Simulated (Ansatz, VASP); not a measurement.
**MoS2: VASP beside Ansatz**

File INCAR:

```
PREC = Accurate ; ENCUT = 520
EDIFF = 1E-6 ; ISMEAR = 0
SIGMA = 0.05 ; LREAL = False
LASPH = True ; NELM = 150
ALGO = Normal ; ISIF = 2
LWAVE = False ; LCHARG = False
ISPIN = 2 ; MAGMOM = 2 0 0
LORBIT = 11 ; LMAXMIX = 4
LDAU = True ; LDAUTYPE = 2
LDAUL = 2 -1 ; LDAUU = 4 0
LDAUJ = 0 0 ; LDAUPRINT = 1
GGA = CA ; NBANDS = 24
```

Contents of KPOINTS:

```
regular mesh
0
Gamma
  7 7 7
```

File POSCAR:

```
MoS2
1.0
    1.5814998900      0.9130793900      6.1233282100
   -1.5814998900      0.9130793900      6.1233282100
    0.0000000000     -1.8261587800      6.1233282100
Mo S
1 2
Direct
    0.0000000000      0.0000000000      0.0000000000
    0.7484000000      0.7484000000      0.7484000000
    0.5849000000      0.5849000000      0.5849000000
```

Input for Ansatz:

```yaml
crystal:
  lattice:
    - [1.58149989, 0.91307939, 6.12332821]
    - [-1.58149989, 0.91307939, 6.12332821]
    - [0.0, -1.82615878, 6.12332821]
  atoms:
    - { symbol: Mo, position: [0.0, 0.0, 0.0], spin: 2.0 }
    - { symbol: S, position: [0.7484, 0.7484, 0.7484] }
    - { symbol: S, position: [0.5849, 0.5849, 0.5849] }
basis:
  ecutwfc: 420
  ecutrho_ratio: 4
kpoints:
  mp_grid: { grid: [7, 7, 7] }
hamiltonian:
  xc: lda
  hubbard: { sites: [{ site: 0, l: d, u_eff: 4.0 }] }
scf:
  occupations: { method: gaussian, width: 0.05 }
  lower_state_search: "off"
  max_iter: 150
output:
  forces: true
  stress: true
  eigenvalues: true
  populations: true
  hubbard: { sites: [{ site: 0, l: d }] }
magnetization:
  spin_polarized: true
```

Alike in both runs: task single point; functional LDA; k mesh 7 × 7 × 7; occupations gaussian, width 0.05 eV; collinear spin; Hubbard terms Mo d U = 4.0 eV.

|  | VASP | Ansatz |
| --- | --- | --- |
| version | VASP 6.6.1 | Ansatz 0.2.0 |
| potentials or method | VASP PAW LDA potentials, release 64 (Mo_sv, S), cutoff 520 eV | scalar-relativistic, plane waves, PAW |
| valence electrons in the cell | 26 | 26 |

|  | VASP | Ansatz | Ansatz less VASP |
| --- | --- | --- | --- |
| gap on the k mesh at the Fermi level (eV) | 0.91 | 0.85 | -0.062 |
| least direct gap on the mesh (eV) | 2.02 | 1.99 | -0.023 |
| pressure (GPa) | 3.9 | 1.3 | -2.63 |
| traceless stress, the component that is largest in VASP (GPa) | 4.87 | 4.73 | -0.140 |
| rms of the force components (eV/Å) | 0.524 | 0.380 | -0.1437 |
| net moment per atom (μB) | 0.00 | 0.00 | 0.000 |

LDA's correlation is that of Perdew and Zunger in VASP and of Perdew and Wang (1992) in Ansatz. The programs project onto different local orbitals, so the same U acts differently, and such runs can settle in different states. Atom by atom the forces differ by 0.144 eV/Å (rms over components). Ansatz's warnings: seeded moment not kept.
